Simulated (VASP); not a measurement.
Set up this calculation in VASP 6.6.1, as the native input.

| Item | Value |
| --- | --- |
| Task | single point |
| Functional | PBE |
| Potentials or basis | VASP PAW PBE potentials, release 64 (As, O) |
| Cutoff | 520 eV |
| k mesh | 6 × 6 × 4 |
| Occupations | gaussian, width 0.1 eV |
| Spin | no spin polarisation |
| Dipole correction | no |
| Further INCAR settings | ALGO = Normal; EDIFF = 1e-06; NBANDS = 31 |

The structure of As3O lies in POSCAR:

```
As3O
1.0
    5.2926393087      0.0000000000      0.0000000000
   -2.6463196543      4.5835600944      0.0000000000
    0.0000000000      0.0000000000      5.2424119013
As O
6 2
Direct
    0.3703102346      0.0000000000      0.2500000000
    0.3703102346      0.3703102346      0.7500000000
    0.0000000000      0.3703102346      0.2500000000
    0.6296897654      0.0000000000      0.7500000000
    0.6296897654      0.6296897654      0.2500000000
    0.0000000000      0.6296897654      0.7500000000
    0.0000000000      0.0000000000      0.0000000000
    0.0000000000      0.0000000000      0.5000000000
```

These files were run (other wordings do the same):

INCAR

```
ALGO = Normal
EDIFF = 1E-6
ENCUT = 520
GGA = PE
ISIF = 2
ISMEAR = 0
LASPH = True
LCHARG = True
LELF = True
LREAL = False
LVHAR = True
LWAVE = False
NBANDS = 31
NELM = 60
PREC = Accurate
SIGMA = 0.1
```

KPOINTS

```
k-points
0
Gamma
  6 6 4
```

Potentials or basis: VASP PAW PBE potentials, release 64 (As, O).

The run is started by

```bash
$ cat potpaw_PBE.64/As/POTCAR potpaw_PBE.64/O/POTCAR > POTCAR
$ mpirun -np 1 vasp_std > vasp.out
```

Results of the run:

```
Pressure               : 0.0 GPa
Largest force          : 0.005 eV/Å
Band gap on the k mesh : zero (band 21 reaches 6.71 eV, above the bottom of band 22 at 5.00 eV)
```

Wall time 83 s on 1 thread of Intel(R) Xeon(R) Platinum 8488C (Sapphire Rapids), on a shared host, peak memory 0.26 GiB.
